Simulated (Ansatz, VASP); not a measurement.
# Pt in VASP and in Ansatz

INCAR

```
SYSTEM = Pt
  ALGO = Normal
  DIPOL = 0.5 0.5 0.500
  EDIFF = 1E-7
  ENCUT = 520
  GGA = PE
  GGA_COMPAT = .FALSE.
  IDIPOL = 3
  ISIF = 2
  ISMEAR = -1
  LASPH = .TRUE.
  LCHARG = .TRUE.
  LDIPOL = .TRUE.
  LMAXMIX = 4
  LORBIT = 11
  LORBMOM = .TRUE.
  LREAL = .FALSE.
  LSORBIT = .TRUE.
  LVACPOTAV = .TRUE.
  LVHAR = .TRUE.
  LWAVE = .FALSE.
  MAGMOM = 0 0 0
  NBANDS = 21
  NELM = 150
  PREC = Accurate
  SIGMA = 0.08
```

The input KPOINTS:

```
k-points
0
G
  12 12 1
  0 0 0
```

The input POSCAR:

```
Pt
1.0
    2.8080030019      0.0000000000      0.0000000000
    0.0000000000      2.8080030019      0.0000000000
    0.0000000000      0.0000000000     16.0000000000
Pt
1
Direct
    0.0000000000      0.0000000000      0.5000000000
```

Input for Ansatz:

```yaml
crystal:
  lattice:
    - [2.8080030019, 0.0, 0.0]
    - [0.0, 2.8080030019, 0.0]
    - [0.0, 0.0, 16.0]
  atoms:
    - { symbol: Pt, position: [0.0, 0.0, 0.5] }
kpoints:
  mp_grid: { grid: [12, 12, 1] }
scf:
  occupations: { method: fermi_dirac, width: 0.08 }
hamiltonian:
  xc: pbe
  pseudopotentials: { kind: all_electron, lapw: { basis_error: 0.001 } }
output:
  forces: true
  stress: true
  eigenvalues: true
efield:
  axis: 3
  amplitude: 0
  dipole_correction: true
magnetization:
  noncollinear: true
  spin_orbit: true
```

Alike in both runs: task single point; functional PBE; k mesh 12 × 12 × 1; occupations fermi-dirac, width 0.08 eV; non-collinear spin, spin-orbit coupling.

|  | VASP | Ansatz |
| --- | --- | --- |
| version | VASP 6.6.1 | Ansatz 0.2.0 |
| potentials or method | VASP PAW PBE potentials, release 64 (Pt), cutoff 520 eV | all-electron LAPW |

|  | VASP | Ansatz | Ansatz less VASP |
| --- | --- | --- | --- |
| net moment per atom (μB) | 0.00 | 0.00 | 0.000 |

Ansatz ran all-electron here, and VASP with PAW potentials.
